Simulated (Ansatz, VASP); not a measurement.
**AlNi: VASP beside Ansatz**

```
Al Ni
1.0
     2.86235    0.00000    0.00000
     0.00000    2.86235    0.00000
     0.00000    0.00000    2.86235
Al Ni
1 1
Cartesian
  1.4312 1.4312 1.4312
  0.0000 0.0000 0.0000
```

Alike in both runs: task single point; functional PBEsol; k mesh 18 × 18 × 18; occupations gaussian, width 0.1 eV; no spin polarisation.

```csv
,VASP,Ansatz
version,VASP 6.6.1,Ansatz 0.2.0
potentials or method,"VASP PAW PBE potentials, release 64 (Al, Ni), cutoff 520 eV","scalar-relativistic, plane waves, PAW"
valence electrons in the cell,13,21
```

Ansatz gave:

| Item | Value |
| --- | --- |
| gap on the k mesh at the Fermi level (eV) | none |
| pressure (GPa) | 0.0 |

Question: What did VASP give for the same quantities?

Answer: gap on the k mesh at the Fermi level (eV): none; pressure (GPa): 0.1.

VASP's potentials were made for PBE, not for PBEsol. A gap of «none» marks a metal or a gap that the smearing closes. VASP's potentials hold 13 valence electrons a cell and Ansatz's 21, so a difference there can come from the potentials and not from the codes.
